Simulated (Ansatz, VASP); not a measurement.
## Cs in VASP and in Ansatz

```
Cs
1.0
    -3.09058    3.09058    3.09058
     3.09058   -3.09058    3.09058
     3.09058    3.09058   -3.09058
Cs
1
Direct
  0.00000 0.00000 0.00000
```

Alike in both runs: task single point; functional r2SCAN; k mesh 10 × 10 × 10; occupations gaussian, width 0.05 eV; no spin polarisation.

|  | VASP | Ansatz |
| --- | --- | --- |
| version | VASP 6.6.1 | Ansatz 0.2.0 |
| potentials or method | VASP PAW PBE potentials, release 64 (Cs_sv), cutoff 520 eV | scalar-relativistic, plane waves, PAW |
| valence electrons in the cell | 9 | 9 |

```tsv
	VASP	Ansatz	Ansatz less VASP
gap on the k mesh at the Fermi level (eV)	none	none	-
pressure (GPa)	0.1	0.1	0.00
```

VASP's potentials were made for PBE, not for r2SCAN. A gap of «none» marks a metal or a gap that the smearing closes.

Spin-orbit coupling is off throughout.
